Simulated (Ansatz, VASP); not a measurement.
# PbF2: VASP beside Ansatz

```xyz
6
Lattice="5.8916 0.0000 0.0000 0.0000 2.9458 2.9458 0.0000 -2.9458 2.9458" Properties=species:S:1:pos:R:3 pbc="T T T"
Pb    2.9458    0.0000    5.7143
Pb    0.0000    0.0000    2.7685
F     4.4187    1.4729    4.2415
F     1.4729   -1.4729    4.2415
F     4.4187   -1.4729    4.2415
F     1.4729    1.4729    4.2415
```

Alike in both runs: task single point; functional HSE06; k mesh 2 × 4 × 4; no spin polarisation.

|  | VASP | Ansatz |
| --- | --- | --- |
| version | VASP 6.6.1 | Ansatz 0.2.0 |
| potentials or method | VASP PAW PBE potentials, release 64 (Pb_d, F), cutoff 520 eV | plane waves |
| occupations | gaussian, width 0.01 eV | fixed |
| valence electrons in the cell | 56 | 56 |

|  | VASP | Ansatz | Ansatz less VASP |
| --- | --- | --- | --- |
| gap on the k mesh at the Fermi level (eV) | 5.71 | 5.71 | +0.007 |
| pressure (GPa) | 2.3 | 2.4 | +0.11 |

Ansatz's warnings: near symmetry operation missed by atoms, stress exchange threshold loose, stress scf threshold loose, structure snapped to symmetry, symmetry narrowed to a group.

The k mesh is coarse, so the values compare programs but aren't converged. Neither program's run includes spin-orbit coupling.
